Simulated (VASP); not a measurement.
Here is a VASP 6.6.1 calculation.

INCAR

```
SYSTEM = Mg3S2O
PREC = Accurate
ENCUT = 520
EDIFF = 1E-7
ISMEAR = 0
SIGMA = 0.02
LREAL = .False.
LASPH = .True.
NELM = 60
ALGO = Normal
ISIF = 2
LWAVE = .False.
LCHARG = .False.
GGA = PE
NBANDS = 21
```

The input KPOINTS:

```
regular mesh
0
Gamma
  6 6 6
  0 0 0
```

POSCAR

```
Mg3S2O
1.0
   10.8618189071      0.0000000000      0.0000000000
   -5.4309094536      9.4066111048      0.0000000000
    0.0000000000      0.0000000000      4.2435921736
Mg S O
3 2 1
Direct
    0.0000000000      0.0000000000      0.0000000000
    0.3333333333      0.6666666667      0.0000000000
    0.6666666667      0.3333333333      0.0000000000
    0.3333333333      0.6666666667      0.5000000000
    0.6666666667      0.3333333333      0.5000000000
    0.0000000000      0.0000000000      0.5000000000
```

Potentials or basis: VASP PAW PBE potentials, release 64 (Mg, S, O).

Launch:

```console
$ cat potpaw_PBE.64/Mg/POTCAR potpaw_PBE.64/S/POTCAR potpaw_PBE.64/O/POTCAR > POTCAR
$ mpirun -np 1 vasp_std > vasp.out
```

Task: Predict the band gap on the k mesh.

Result: 1.53 eV (least direct gap 1.75 eV).

Task: Estimate the pressure.

Result: 0.0 GPa.

A k mesh can miss the band edges.
